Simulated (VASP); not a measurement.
CdS, 4 atoms in the cell. The structure is hexagonal, space group P6_3mc (No. 186). Conventional cell: a = 4.125 Å, b = 4.125 Å, c = 6.686 Å, α = 90.00°, β = 90.00°, γ = 120.00°. Within 3.3 Å of Cd (site symmetry 3m) lie 4 S at 2.52 Å. S (site symmetry 3m) has 4 Cd at 2.52 Å within 3.3 Å. 

| Property | Result |
| --- | --- |
| Program | VASP 6.6.1 |
| Task | single point |
| Functional | PBEsol-based screened hybrid with 25 % exact exchange |
| Potentials or basis | VASP PAW PBE potentials, release 64 (Cd, S) |
| Cutoff | 520 eV |
| k mesh | 4 × 4 × 2 |
| Occupations | fermi-dirac, width 0.05 eV |
| Spin | no spin polarisation |
| Dipole correction | no |
| Grid for exact exchange (PRECFOCK) | Normal |
| Share of exact exchange | 0.25 |
| Further INCAR settings | ALGO = Normal; EDIFF = 1e-07; NBANDS = 26 |
| Screening parameter | 0.207 1/Å |

Potentials or basis: VASP PAW PBE potentials, release 64 (Cd, S).

Launch:

```bash
$ cat potpaw_PBE.64/Cd/POTCAR potpaw_PBE.64/S/POTCAR > POTCAR
$ cp INCAR.step1 INCAR
$ mpirun -np 1 vasp_std > vasp.out
$ cp INCAR.step2 INCAR
$ mpirun -np 1 vasp_std > vasp.out
```

Hardware: 1 thread of Oxide Virtual Turin-like Processor, with other jobs on the host.

Problem. Estimate the wall time of this run.

Solution. Wall time 38 min on 1 thread of Oxide Virtual Turin-like Processor, on a shared host, peak memory 0.31 GiB. Counts: k points 8.
